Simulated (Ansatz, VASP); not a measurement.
Given: the input of a run of Ansatz 0.2.0 on Ga.

File input.yaml:

```yaml
crystal:
  lattice:
    - [2.6610260726, 0.0, 0.0]
    - [0.0, 2.6610260726, 0.0]
    - [0.0, 0.0, 2.6610260726]
  atoms:
    - { symbol: Ga, position: [0.0, 0.0, 0.0] }
hamiltonian:
  xc: pbe
  pseudopotentials: { kind: paw, azcp: { folder: soft_1 } }
kpoints:
  mp_grid: { grid: [10, 10, 10] }
scf:
  occupations: { method: fermi_dirac, width: 0.05 }
output:
  forces: true
  stress: true
  eigenvalues: true
```

Potentials or basis: Ansatz PAW soft_1.

Run with:

```sh
$ ansatz run input.yaml --threads 1 --pin off --max-ram 3584MiB --backend cpu --events-out ev --progress --plain --runs-dir out
```

Translate it to VASP 6.6.1. Potentials there: VASP PAW PBE potentials, release 64 (Ga_d).

As run (the cutoff follows the program's own potentials):

File INCAR:

```
SYSTEM = Ga
PREC = Accurate ; ENCUT = 500
EDIFF = 1E-6 ; ISMEAR = -1
SIGMA = 0.05 ; LREAL = .False.
LASPH = .True. ; NELM = 120
ALGO = Normal ; ISIF = 2
LWAVE = .False. ; LCHARG = .False.
GGA = PE ; NBANDS = 12
GGA_COMPAT = .False.
```

The input KPOINTS:

```
Automatic mesh
0
Gamma
  10 10 10
  0 0 0
```

Contents of POSCAR:

```
Ga
1.0
    2.6610260726      0.0000000000      0.0000000000
    0.0000000000      2.6610260726      0.0000000000
    0.0000000000      0.0000000000      2.6610260726
Ga
1
Direct
    0.0000000000      0.0000000000      0.0000000000
```

Potentials or basis: VASP PAW PBE potentials, release 64 (Ga_d).

Run with:

```console
$ cat potpaw_PBE.64/Ga_d/POTCAR > POTCAR
$ mpirun -np 1 vasp_std > vasp.out
```

Both were run:

|  | VASP | Ansatz | Ansatz less VASP |
| --- | --- | --- | --- |
| gap on the k mesh at the Fermi level (eV) | none | none | - |
| pressure (GPa) | 3.3 | 3.2 | -0.07 |

A gap of «none» marks a metal or a gap that the smearing closes.
